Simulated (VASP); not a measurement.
Input of a VASP 6.6.1 run:

The input POSCAR:

```
Mg2C
1.0
    0.0000000000      2.6453378068      2.6453378068
    2.6453378068      0.0000000000      2.6453378068
    2.6453378068      2.6453378068      0.0000000000
C Mg
1 2
Direct
    0.0000000000      0.0000000000      0.0000000000
    0.2500000000      0.2500000000      0.2500000000
    0.7500000000      0.7500000000      0.7500000000
```

File INCAR.step1:

```
ALGO = Normal
EDIFF = 1E-4
ENCUT = 520
GGA = PE
ISMEAR = 0
LASPH = T
LCHARG = F
LREAL = F
LWAVE = T
NBANDS = 11
NELM = 80
PREC = Accurate
SIGMA = 0.01
```

INCAR.step2

```
ALGO = Normal
EDIFF = 1E-6
ENCUT = 520
ISIF = 2
ISMEAR = 0
ISTART = 1
LASPH = T
LCHARG = F
LMIXTAU = T
LREAL = F
LWAVE = F
METAGGA = R2SCAN
NBANDS = 11
NELM = 80
PREC = Accurate
SIGMA = 0.01
```

Contents of KPOINTS:

```
k-points
0
Gamma
  8 8 8
```

Potentials or basis: VASP PAW PBE potentials, release 64 (C, Mg).

Command:

```bash
$ cat potpaw_PBE.64/C/POTCAR potpaw_PBE.64/Mg/POTCAR > POTCAR
$ cp INCAR.step1 INCAR
$ mpirun -np 1 vasp_std > vasp.out
$ cp INCAR.step2 INCAR
$ mpirun -np 1 vasp_std > vasp.out
```

What does it give for the pressure?

8.0 GPa.

Predict the band gap on the k mesh.

1.12 eV, indirect (least direct gap 2.47 eV).

Caveat: the cell differs from its parent crystal (strain -2.4%); the PAW data sets were made with another functional, which shifts forces and pressure a little. A k mesh can miss the band edges.
